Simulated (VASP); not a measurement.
A run of VASP 6.6.1 is set up as follows.

Contents of INCAR:

```
SYSTEM = BaTiO3
PREC = Accurate
ENCUT = 520
EDIFF = 1E-6
ISMEAR = 0
SIGMA = 0.02
LREAL = .FALSE.
LASPH = .TRUE.
NELM = 60
ALGO = Normal
ISIF = 2
LWAVE = .FALSE.
LCHARG = .FALSE.
GGA = PE
IVDW = 12
NBANDS = 28
```

KPOINTS

```
Automatic mesh
0
G
  8 8 8
  0 0 0
```

File POSCAR:

```
BaTiO3
1.0
    3.9650001844      0.0000000000      0.0000000000
    0.0000000000      2.8524106583      2.8668139467
    0.0000000000     -2.8524106583      2.8668139467
Ba Ti O
1 1 3
Direct
    0.0000000000      0.0081681653      0.0081681653
    0.5000000000      0.5226938545      0.5226938545
    0.0000000000      0.4899238342      0.4899238342
    0.5000000000      0.4933219344      0.9821122115
    0.5000000000      0.9821122115      0.4933219344
```

Potentials or basis: VASP PAW PBE potentials, release 64 (Ba_sv, Ti_sv, O).

Run with:

```console
$ cat potpaw_PBE.64/Ba_sv/POTCAR potpaw_PBE.64/Ti_sv/POTCAR potpaw_PBE.64/O/POTCAR > POTCAR
$ mpirun -np 1 vasp_std > vasp.out
```

Question: Predict the dispersion energy per atom.

Answer: -0.262 eV.

Question: Predict the band gap on the k mesh.

Answer: 2.19 eV, indirect (least direct gap 2.62 eV).

Question: Estimate the largest force.

Answer: 0.075 eV/Å.

Question: What does it give for the pressure?

Answer: 1.7 GPa.

Forces in eV/Å, atoms in the order of the input:
```
Ba   0.000  0.000 -0.039
Ti   0.000  0.000 -0.075
O    0.000  0.000  0.022
O    0.000 -0.027  0.046
O    0.000  0.027  0.046
```

Caveat: spin-orbit coupling is left out, which moves the levels of the heavy elements. A k mesh can miss the band edges.
